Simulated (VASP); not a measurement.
## TaW3O4: single point with PBE

TaW3O4:

```xyz
8
Lattice="-2.8307 2.8307 2.8307 2.8307 -2.8307 2.8307 2.8307 2.8307 -2.8307" Properties=species:S:1:pos:R:3 pbc="T T T"
Ta    0.0000    0.0000    0.0000
W     0.0000    0.0000    2.8307
W     0.0000    2.8307    0.0000
W     2.8307    0.0000    0.0000
O     1.4153    1.4153    1.4153
O     1.4153    1.4153   -1.4153
O     1.4153   -1.4153    1.4153
O    -1.4153    1.4153    1.4153
```

```yaml
Program: VASP 6.6.1
Task: single point
Functional: PBE
Potentials_or_basis: VASP PAW PBE potentials, release 64 (Ta_pv, W_sv, O)
Cutoff: 520 eV
k_mesh: 10 × 10 × 10
Occupations: gaussian, width 0.1 eV
Spin: no spin polarisation
```

- Pressure: 0.7 GPa
- Band gap on the k mesh: zero (an odd number of electrons rules out a gap without spin polarisation)

Levels at points of the mesh, in eV from the Fermi level:
```tsv
k point	band 38	band 39	band 40	band 41	band 42	band 43
(0.00, 0.00, 0.00)	-1.78	-1.78	-1.78	-0.19	-0.19	-0.19
(0.50, 0.00, 0.00)	-0.42	-0.42	-0.41	-0.38	-0.30	0.12
(0.50, 0.50, 0.50)	2.25	2.25	2.25	2.34	2.34	2.34
```

Wall time 2.5 min on 1 thread of Intel(R) Xeon(R) Platinum 8488C (Sapphire Rapids) (shared host), peak memory 0.32 GiB.

Caveat: spin-orbit coupling is left out, which moves the levels of the heavy elements; an odd number of electrons without spin polarisation forces a metal; a magnetic or distorted state may lie lower.
